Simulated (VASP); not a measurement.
# Si8HO16 (a cell with a defect) in VASP: further runs, part 2 of 2

VASP 6.6.1. Earlier steps stand in the parts before.

**3. Single point, PBE+D3(BJ), collinear spin, ferromagnetic start**

File INCAR:

```
  PREC = Accurate
  ENCUT = 520
  EDIFF = 1E-6
  ISMEAR = -1
  SIGMA = 0.05
  LREAL = Auto
  LASPH = True
  NELM = 150
  ALGO = Normal
  ISIF = 2
  LWAVE = False
  LCHARG = True
  ISPIN = 2
  MAGMOM = 0 0 0 0 0 0 0 0 0 0 0 0 0 0 0 0 0 0 0 0 0 0 0 0 1
  LORBIT = 11
  GGA = PE
  IVDW = 12
  LELF = True
  LVHAR = True
  NBANDS = 86
```

File KPOINTS:

```
regular mesh
0
Gamma
  2 2 2
```

File POSCAR:

```
Si8HO16
1.0
   -4.1246000000     -4.1246000000      0.0000000000
    4.1246000000     -4.1246000000      0.0000000000
    0.0000000000      0.0000000000      5.2948000000
Si O H
8 16 1
Direct
    0.4749793919      0.5151772293     -0.0122384226
   -0.0116374921      0.4840469379      0.2394613583
    0.4803011201      0.5078674296      0.4860429100
   -0.0195776560      0.4808587499      0.7273551409
    0.0079159191     -0.0053459729     -0.0243635265
    0.4991878000      0.0039882655      0.2254476090
    0.0088614654     -0.0077946952      0.4734456448
    0.5013698298     -0.0056611550      0.7361373423
    0.1758715997      0.4838529797      0.0005099343
   -0.0108859041      0.1897638559      0.2383281710
    0.7885370703      0.4978422150     -0.0049482511
    0.0071643311      0.8002836639      0.2261841807
    0.1843936382      0.4748218009      0.4765619098
   -0.0010425253      0.1814236532      0.7420488026
    0.7896644523      0.5107283130      0.4786394198
    0.0258812976      0.8074116278      0.7363828662
    0.6935217961      0.0016728895     -0.0305205107
    0.4539106822      0.7063957717      0.2329455315
    0.3101149202      0.0097706444     -0.0189620005
    0.5072613102      0.3121393590      0.2193095112
    0.6943946080     -0.0169713427      0.4719347284
    0.4511710226      0.7032439509      0.7198761049
    0.2939800223      0.0120617757      0.4872516431
    0.5017698686      0.3138486156      0.7185162801
    0.7466057315      0.7222882219      0.7682820881
```

Potentials or basis: VASP PAW PBE potentials, release 64 (Si, O, H).

On the command line:

```sh
$ cat potpaw_PBE.64/Si/POTCAR potpaw_PBE.64/O/POTCAR potpaw_PBE.64/H/POTCAR > POTCAR
$ mpirun -np 1 vasp_std > vasp.out
```

OUTCAR:

```text
PREC = Accurate
   ENCUT = 520
   EDIFF = 1E-6
   ISMEAR = -1
   LREAL = Auto
   LASPH = True
   NELM = 150
   ISIF = 2
   ISPIN = 2
   LORBIT = 11
   GGA = PE
   IVDW = 12
 IVDW          = 12

 ion  position               nearest neighbor table
   1  0.475  0.515  0.988-  20 1.71  18 1.72   9 1.76  22 1.80  11 1.83  24 1.85   3 2.64   3 2.66
                             8 3.10   6 3.12   2 3.14
   2  0.988  0.484  0.239-   9 1.67  13 1.70  10 1.72  15 1.72  11 1.74  12 1.85   4 2.58   4 2.71
                             7 3.13   1 3.14
   3  0.480  0.508  0.486-  24 1.68  22 1.69  13 1.74  18 1.78  15 1.81  20 1.82   1 2.64   1 2.66
                             8 3.13
   4  0.980  0.481  0.727-  15 1.73  14 1.75  13 1.78  11 1.81   9 1.84  16 1.92  25 1.97   2 2.58
                             2 2.71   5 3.13
   5  0.008  0.995  0.976-  14 1.65  16 1.68  12 1.75  19 1.77  10 1.80  17 1.83   7 2.64   7 2.66
                             4 3.13   8 3.15
   6  0.499  0.004  0.225-  19 1.70  21 1.74  18 1.76  17 1.77  20 1.80  23 1.83   8 2.59   8 2.70
                             1 3.12   7 3.15
   7  0.009  0.992  0.473-  23 1.67  10 1.70  12 1.72  16 1.76  14 1.80  21 1.84   5 2.64   5 2.66
                             2 3.13   6 3.15
   8  0.501  0.994  0.736-  17 1.67  19 1.71  22 1.73  23 1.79  21 1.80  24 1.87   6 2.59   6 2.70
                             1 3.10   3 3.13   5 3.15
   9  0.176  0.484  0.001-   2 1.67   1 1.76   4 1.84
  10  0.989  0.190  0.238-   7 1.70   2 1.72   5 1.80
  11  0.789  0.498  0.995-   2 1.74   4 1.81   1 1.83
  12  0.007  0.800  0.226-   7 1.72   5 1.75   2 1.85
  13  0.184  0.475  0.477-   2 1.70   3 1.74   4 1.78
  14  0.999  0.181  0.742-   5 1.65   4 1.75   7 1.80
[... 8 lines left out ...]
  23  0.294  0.012  0.487-   7 1.67   8 1.79   6 1.83
  24  0.502  0.314  0.719-   3 1.68   1 1.85   8 1.87
  25  0.747  0.722  0.768-   4 1.97

  LATTYP: Found a simple tetragonal cell.
 ALAT       =     5.8330652594
 C/A-ratio  =     0.9077217148

  Lattice vectors:

 A1 = (  -4.1246000000,  -4.1246000000,   0.0000000000)
 A2 = (   4.1246000000,  -4.1246000000,   0.0000000000)
 A3 = (   0.0000000000,   0.0000000000,   5.2948000000)

Analysis of symmetry for initial positions (statically):
=====================================================================
 Subroutine PRICEL returns:
 Original cell was already a primitive cell.

 Routine SETGRP: Setting up the symmetry group for a
 simple tetragonal supercell.

 Subroutine GETGRP returns: Found  1 space group operations
 (whereof  1 operations were pure point group operations)
 out of a pool of 16 trial point group operations.

The static configuration has the point symmetry C_1 .

Analysis of symmetry for dynamics (positions and initial velocities):
=====================================================================
 Subroutine PRICEL returns:
 Original cell was already a primitive cell.

 Routine SETGRP: Setting up the symmetry group for a
 simple tetragonal supercell.

 Subroutine GETGRP returns: Found  1 space group operations
 (whereof  1 operations were pure point group operations)
 out of a pool of 16 trial point group operations.

The dynamic configuration has the point symmetry C_1 .

Analysis of structural, dynamic, and magnetic symmetry:
=====================================================================
 Subroutine PRICEL returns:
 Original cell was already a primitive cell.

 Routine SETGRP: Setting up the symmetry group for a
 simple tetragonal supercell.

 Subroutine GETGRP returns: Found  1 space group operations
 (whereof  1 operations were pure point group operations)
 out of a pool of 16 trial point group operations.
[... 147 lines left out ...]
   IALGO  =     38    algorithm
   IMIX   =      4    mixing-type and parameters
     AMIX     =   0.40;   BMIX     =  1.00
     AMIX_MAG =   1.60;   BMIX_MAG =  1.00
  volume/ion in A,a.u.               =       7.21        48.63
  Fermi-wavevector in a.u.,A,eV,Ry     =   1.464616  2.767722 29.185842  2.145099
  Thomas-Fermi vector in A             =   2.580570
   LORBIT       =     11    0 simple, 1 ext, 2 COOP (PROOUT), +10 PAW based schemes
   GGA     = PE    functional components
   LHFCALC =     F    Hartree Fock is set to
   AEXX    =    0.0000 exact exchange contribution
   IVDW    =    12    specifies the selected vdW correction
   LEPSILON=     F    determine dielectric tensor
   LRPA    =     F    only Hartree local field effects (RPA)
 spin polarized calculation
  energy-cutoff  :      520.00
  volume of cell :      180.15
 maximum number of plane-waves:      4880
 NGX is ok and might be reduce to    48
   NGX = 21   NGY = 21   NGZ = 19

 number of electron     129.0000004 magnetization       0.9999999

 Free energy of the ion-electron system (eV)
  ---------------------------------------------------
  ext. energy  EPLUGINS =         0.00000000
  ---------------------------------------------------
  free energy    TOTEN  =      -180.76776688 eV

  energy without entropy =     -180.76776680  energy(sigma->0) =     -180.76776684

 E-fermi :  13.2510     XC(G=0): -12.5319

 val. band max:       12.5104048756   @ k =   0.5000   0.5000   0.5000
 cond. band min:      13.9834223834   @ k =   0.0000   0.0000   0.0000
 fundamental gap:      1.4730175078
 Fermi energy:        13.2509655529

 spin component 1

 k-point     1 :       0.0000    0.0000    0.0000
  band No.  band energies     occupation
      1     -14.2319      1.00000
      2     -12.4091      1.00000
      3     -12.3822      1.00000
      4     -11.5350      1.00000
      5     -11.2645      1.00000
      6     -11.0870      1.00000
[... 621 lines left out ...]
     75      19.0583      0.00000
     76      19.1488      0.00000
 Fermi energy:        13.2509655529

 spin component 2

 k-point     1 :       0.0000    0.0000    0.0000
  band No.  band energies     occupation
      1     -14.1960      1.00000
      2     -12.3829      1.00000
      3     -12.3479      1.00000
      4     -11.4799      1.00000
      5     -11.2436      1.00000
      6     -11.0550      1.00000
[... 621 lines left out ...]
     75      19.0843      0.00000
     76      19.1701      0.00000
 [bands above 76 left out]

------------------------ aborting loop because EDIFF is reached ----------------------------------------

 Edisp (eV)   -6.21127

 E8    (eV) :    -2.1157

  FORCE on cell =-STRESS in cart. coord.  units (eV):
  Direction    XX          YY          ZZ          XY          YZ          ZX
  --------------------------------------------------------------------------------------
  -------------------------------------------------------------------------------------
  Total      21.71269    33.57786    28.38546     0.45991     0.03624    -1.84848
  in kB     193.09947   298.62098   252.44295     4.09017     0.32233   -16.43922
  external pressure =      248.05 kB  Pullay stress =        0.00 kB

 VOLUME and BASIS-vectors are now :
 -----------------------------------------------------------------------------
  energy-cutoff  :      520.00
  volume of cell :      180.15
      direct lattice vectors                 reciprocal lattice vectors
    -4.124600000 -4.124600000  0.000000000    -0.121223876 -0.121223876  0.000000000
     4.124600000 -4.124600000  0.000000000     0.121223876 -0.121223876  0.000000000
     0.000000000  0.000000000  5.294800000     0.000000000  0.000000000  0.188864546

 POSITION                                       TOTAL-FORCE (eV/Angst)
 -----------------------------------------------------------------------------------
      0.16580     -4.08400      5.23000        -1.842417      1.098054     -1.149113
     -2.08010     -6.07310      1.26790         1.518646     -0.390600     -1.061178
      0.11370     -4.07580      2.57350        -1.311885      0.735832     -2.013558
     -2.06050     -6.02720      3.85120         0.383807     -1.312550      2.084827
      4.06990     -4.13520      5.16580        -0.020455      0.619083      2.201764
     -2.04250     -2.07540      1.19370         0.930976     -0.743620      1.354450
[... 17 lines left out ...]
     -0.77510     -3.36410      3.80440        -0.205331      0.664210      1.791856
     -0.10030     -6.05860      4.06790         0.321154     -0.286750     -0.243793
 -----------------------------------------------------------------------------------
    total drift:                               -0.007102      0.014322      0.010525

  FREE ENERGIE OF THE ION-ELECTRON SYSTEM (eV)
  ---------------------------------------------------
  free  energy   TOTEN  =      -186.9790360603 eV

  energy  without entropy=     -186.9790359726  energy(sigma->0) =     -186.97903602

 total charge

# of ion       s       p       d       tot
------------------------------------------
    1        0.594   0.885   0.000   1.479
    2        0.606   0.958   0.000   1.564
    3        0.599   0.926   0.000   1.525
    4        0.586   0.846   0.000   1.432
    5        0.602   0.941   0.000   1.543
    6        0.594   0.901   0.000   1.496
[... 17 lines left out ...]
   24        1.552   3.691   0.000   5.243
   25        0.515   0.020   0.000   0.535
--------------------------------------------------
tot         30.195  66.813   0.000  97.008

 magnetization (x)

# of ion       s       p       d       tot
------------------------------------------
    1        0.000  -0.001   0.000  -0.001
    2        0.003   0.005   0.000   0.008
    3        0.000   0.000   0.000   0.001
    4       -0.001  -0.002   0.000  -0.003
    5        0.000   0.001   0.000   0.001
    6        0.001   0.002   0.000   0.003
[... 17 lines left out ...]
   24       -0.000  -0.001   0.000  -0.001
   25        0.366   0.003   0.000   0.369
--------------------------------------------------
tot          0.405   0.251   0.000   0.655
```

Wall time 12 min (1 thread of Intel Xeon 8259CL, shared host); peak memory 0.45 GiB.

What came out:

- Free energy: -186.9790 eV
- Pressure: 24.8 GPa
- Largest force: 3.595 eV/Å
- Band gap on the k mesh: 1.47 eV
- Net moment: 1.00 μB per cell
- Site moments: Si -0.00, +0.01, +0.00; O +0.00, +0.06, -0.00, +0.02, +0.08, +0.01, +0.07; H +0.37 μB
- Valence electrons inside the program's atomic spheres: Si 1.48, 1.56, 1.52, 1.43, 1.54, 1.50, 1.51; O 5.29, 5.30, 5.23, 5.26, 5.31, 5.27, 5.28, 5.32, 5.24; H 0.54
- Dispersion energy per atom: -0.248 eV

Forces on the atoms (eV/Å):
```
Si  -1.842  1.098 -1.149
Si   1.519 -0.391 -1.061
Si  -1.312  0.736 -2.014
Si   0.384 -1.313  2.085
Si  -0.020  0.619  2.202
Si   0.931 -0.744  1.354
Si   0.637  1.272  1.077
Si   1.980 -0.929 -2.724
O   -0.774 -0.792 -2.922
O   -0.282  0.635 -0.972
O   -0.238 -0.120 -0.813
O    0.093  0.375  0.210
O    1.088  0.239  1.330
O    2.657 -1.280 -2.057
O   -0.652 -0.071  0.148
O   -1.555  1.522 -1.309
O   -0.876 -0.184  1.716
O   -1.659 -0.846  0.027
O    1.032  0.391  0.206
O    0.292  0.977  1.809
O    0.575 -0.081  0.823
O   -0.455  0.803  1.654
O   -1.638 -2.295 -1.169
O   -0.205  0.664  1.792
H    0.321 -0.287 -0.244
```

Stress tensor (GPa, compression positive):
```
19.31  0.41 -1.64
 0.41 29.86  0.03
-1.64  0.03 25.24
```

Levels at points of the mesh, in eV from the valence-band top:
Spin up:
| k point | band 61 | band 62 | band 63 | band 64 | band 65 | band 66 | band 67 | band 68 | band 69 | band 70 |
| --- | --- | --- | --- | --- | --- | --- | --- | --- | --- | --- |
| (0.00, 0.00, 0.00) | -5.09 | -4.59 | -4.47 | -3.74 | -0.71 | 2.33 | 2.67 | 3.51 | 3.68 | 3.82 |
| (0.50, 0.00, 0.00) | -5.35 | -4.91 | -4.57 | -4.47 | -0.31 | 2.69 | 3.38 | 3.72 | 4.13 | 4.45 |
| (0.00, 0.50, 0.00) | -5.32 | -4.99 | -4.69 | -4.37 | -0.70 | 2.99 | 3.38 | 3.48 | 4.01 | 4.33 |
| (0.50, 0.50, 0.00) | -5.03 | -4.80 | -4.76 | -4.37 | -0.33 | 3.44 | 3.82 | 4.21 | 4.38 | 4.88 |
| (0.00, 0.00, 0.50) | -5.08 | -5.01 | -4.56 | -4.38 | -0.50 | 3.56 | 3.89 | 4.36 | 4.60 | 4.77 |
| (0.50, 0.00, 0.50) | -4.81 | -4.62 | -4.59 | -4.46 | -0.08 | 3.61 | 4.23 | 4.51 | 4.91 | 5.30 |
| (0.00, 0.50, 0.50) | -4.96 | -4.75 | -4.48 | -4.37 | -0.41 | 4.00 | 4.13 | 4.57 | 4.76 | 4.92 |
| (0.50, 0.50, 0.50) | -5.06 | -5.00 | -4.85 | -4.78 | 0.00 | 4.46 | 4.84 | 5.30 | 5.33 | 5.63 |
Spin down:
| k point | band 62 | band 63 | band 64 | band 65 | band 66 | band 67 |
| --- | --- | --- | --- | --- | --- | --- |
| (0.00, 0.00, 0.00) | -4.56 | -4.44 | -3.69 | 1.47 | 2.53 | 2.86 |
| (0.50, 0.00, 0.00) | -4.90 | -4.50 | -4.46 | 1.96 | 2.82 | 3.43 |
| (0.00, 0.50, 0.00) | -4.98 | -4.64 | -4.33 | 1.68 | 3.01 | 3.42 |
| (0.50, 0.50, 0.00) | -4.77 | -4.73 | -4.32 | 2.01 | 3.54 | 3.86 |
| (0.00, 0.00, 0.50) | -4.99 | -4.52 | -4.34 | 2.09 | 3.61 | 3.91 |
| (0.50, 0.00, 0.50) | -4.60 | -4.52 | -4.45 | 2.44 | 3.69 | 4.26 |
| (0.00, 0.50, 0.50) | -4.74 | -4.47 | -4.33 | 2.20 | 4.06 | 4.17 |
| (0.50, 0.50, 0.50) | -4.98 | -4.81 | -4.75 | 2.55 | 4.55 | 4.88 |

Caveat: the k points lie up to 0.59 Å⁻¹ apart.
